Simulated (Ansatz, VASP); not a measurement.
**AlRu: VASP beside Ansatz**

The input INCAR:

```
SYSTEM = AlRu
PREC = Accurate
ENCUT = 520
EDIFF = 1E-6
ISMEAR = 0
SIGMA = 0.15
LREAL = .False.
LASPH = .True.
NELM = 80
ALGO = Fast
ISIF = 2
LWAVE = .False.
LCHARG = .False.
GGA = PS
NBANDS = 16
```

File KPOINTS:

```
Automatic mesh
0
Gamma
  16 16 16
  0 0 0
```

Contents of POSCAR:

```
AlRu
1.0
    2.9916000000      0.0000000000      0.0000000000
    0.0000000000      2.9916000000      0.0000000000
    0.0000000000      0.0000000000      2.9916000000
Al Ru
1 1
Direct
   -0.1418184479     -0.1418184479     -0.1002807862
    0.5000000000      0.5000000000      0.5000000000
```

Input for Ansatz:

```yaml
crystal:
  lattice:
    - [2.9916, 0.0, 0.0]
    - [0.0, 2.9916, 0.0]
    - [0.0, 0.0, 2.9916]
  atoms:
    - { symbol: Al, position: [-0.1418184479, -0.1418184479, -0.1002807862] }
    - { symbol: Ru, position: [0.5, 0.5, 0.5] }
basis:
  ecutwfc: 420
kpoints:
  mp_grid: { grid: [16, 16, 16] }
hamiltonian:
  xc: pbesol
scf:
  occupations: { method: gaussian, width: 0.15 }
output:
  forces: true
  stress: true
  eigenvalues: true
```

Alike in both runs: task single point; functional PBEsol; k mesh 16 × 16 × 16; occupations gaussian, width 0.15 eV; no spin polarisation.

|  | VASP | Ansatz |
| --- | --- | --- |
| version | VASP 6.6.1 | Ansatz 0.2.0 |
| potentials or method | VASP PAW PBE potentials, release 64 (Al, Ru_pv), cutoff 520 eV | scalar-relativistic, plane waves, PAW |
| valence electrons in the cell | 17 | 19 |

```tsv
	VASP	Ansatz	Ansatz less VASP
gap on the k mesh at the Fermi level (eV)	none	none	-
rms of the force components (eV/Å)	6.465	6.380	-0.0854
```

VASP's potentials were made for PBE, not for PBEsol. Atom by atom the forces differ by 0.085 eV/Å (rms over components). A gap of «none» marks a metal or a gap that the smearing closes. VASP's potentials hold 17 valence electrons a cell and Ansatz's 19, so a difference there can come from the potentials and not from the codes.
